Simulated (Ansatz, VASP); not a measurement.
**Ni in VASP and in Ansatz**

```
CELL_PARAMETERS angstrom
2.44816 0.00000 0.00000
-1.22408 2.12017 0.00000
0.00000 0.00000 5.99977
ATOMIC_POSITIONS crystal
Ni 0.00000 0.00000 0.00000
Ni 0.33333 0.66667 0.33333
Ni 0.66667 0.33333 0.66667
```

Alike in both runs: functional PBEsol; k mesh 18 × 18 × 7; occupations gaussian, width 0.1 eV; collinear spin.

Ansatz relaxed the structure, and its values are those at the end. VASP's run is a single point on that final structure, the one shown.

|  | VASP | Ansatz |
| --- | --- | --- |
| version | VASP 6.6.1 | Ansatz 0.2.0 |
| potentials or method | VASP PAW PBE potentials, release 64 (Ni), cutoff 520 eV | scalar-relativistic, plane waves, PAW |
| valence electrons in the cell | 30 | 54 |

```tsv
	VASP	Ansatz	Ansatz less VASP
gap on the k mesh at the Fermi level (eV)	none	none	-
pressure (GPa)	-0.1	0.0	+0.12
net moment per atom (μB)	0.61	0.62	+0.009
size of the moment on the site where the two differ most (μB)	0.62	0.66	+0.037
```

VASP's potentials were made for PBE, not for PBEsol. Site moments also hang on the region over which each program counts them. A gap of «none» marks a metal or a gap that the smearing closes. With one functional, cell and mesh, what is left measures potentials, basis and numerics. VASP's potentials hold 30 valence electrons a cell and Ansatz's 54, so a difference there can come from the potentials and not from the codes.
